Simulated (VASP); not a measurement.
Here is a VASP 6.6.1 calculation.

Contents of POSCAR:

```
Pb
1.0
   -1.9529041306      1.9529041306      1.9529041306
    1.9529041306     -1.9529041306      1.9529041306
    1.9529041306      1.9529041306     -1.9529041306
Pb
1
Direct
    0.0000000000      0.0000000000      0.0000000000
```

The input INCAR.step1:

```
ALGO = Normal
EDIFF = 1E-5
ENCUT = 520
GGA = PE
ISIF = 2
ISMEAR = -1
LASPH = T
LCHARG = F
LREAL = F
LWAVE = T
NBANDS = 13
NELM = 80
PREC = Accurate
SIGMA = 0.05
```

Contents of INCAR.step2:

```
ALGO = Normal
EDIFF = 1E-7
ENCUT = 520
GGA = PE
HFSCREEN = 0.2079
ISIF = 2
ISMEAR = -1
ISTART = 1
LASPH = T
LCHARG = F
LHFCALC = T
LREAL = F
LWAVE = F
NBANDS = 13
NELM = 80
PREC = Accurate
PRECFOCK = Normal
SIGMA = 0.05
```

KPOINTS

```
k-points
0
Gamma
  6 6 6
```

Potentials or basis: VASP PAW PBE potentials, release 64 (Pb_d).

Command:

```sh
$ cat potpaw_PBE.64/Pb_d/POTCAR > POTCAR
$ cp INCAR.step1 INCAR
$ mpirun -np 1 vasp_std > vasp.out
$ cp INCAR.step2 INCAR
$ mpirun -np 1 vasp_std > vasp.out
```

Predict the pressure.

1.2 GPa.

Predict the band gap on the k mesh.

zero (bands 7 and 8 overlap by 11.02 eV).

Caveat: the k points lie up to 0.38 Å⁻¹ apart, too coarse for converged energies and pressures of a metal; the PAW data sets were made with another functional, which shifts forces and pressure a little; spin-orbit coupling is left out, which moves the levels of the heavy elements.
